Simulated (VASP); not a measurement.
A run of VASP 6.6.1 is set up as follows.

The input INCAR:

```
ALGO = Normal ; EDIFF = 1E-6
ENCUT = 600 ; GGA = PE
GGA_COMPAT = False ; ISIF = 2
ISMEAR = -1 ; LASPH = True
LCHARG = False ; LREAL = False
LWAVE = False ; NBANDS = 12
NELM = 120 ; PREC = Accurate
SIGMA = 0.06122561905347299
```

File KPOINTS:

```
k-points
0
Gamma
  12 12 12
```

Contents of POSCAR:

```
Cu
1.0
    0.0000000000      1.8147046498      1.8147046498
    1.8147046498      0.0000000000      1.8147046498
    1.8147046498      1.8147046498      0.0000000000
Cu
1
Direct
    0.0000000000      0.0000000000      0.0000000000
```

Potentials or basis: VASP PAW PBE potentials, release 64 (Cu).

Run with:

```console
$ cat potpaw_PBE.64/Cu/POTCAR > POTCAR
$ mpirun -np 1 vasp_std > vasp.out
```

**Question.** Predict the pressure.

**Answer.** 0.6 GPa.

**Question.** Estimate the band gap on the k mesh.

**Answer.** Zero (an odd number of electrons rules out a gap without spin polarisation).
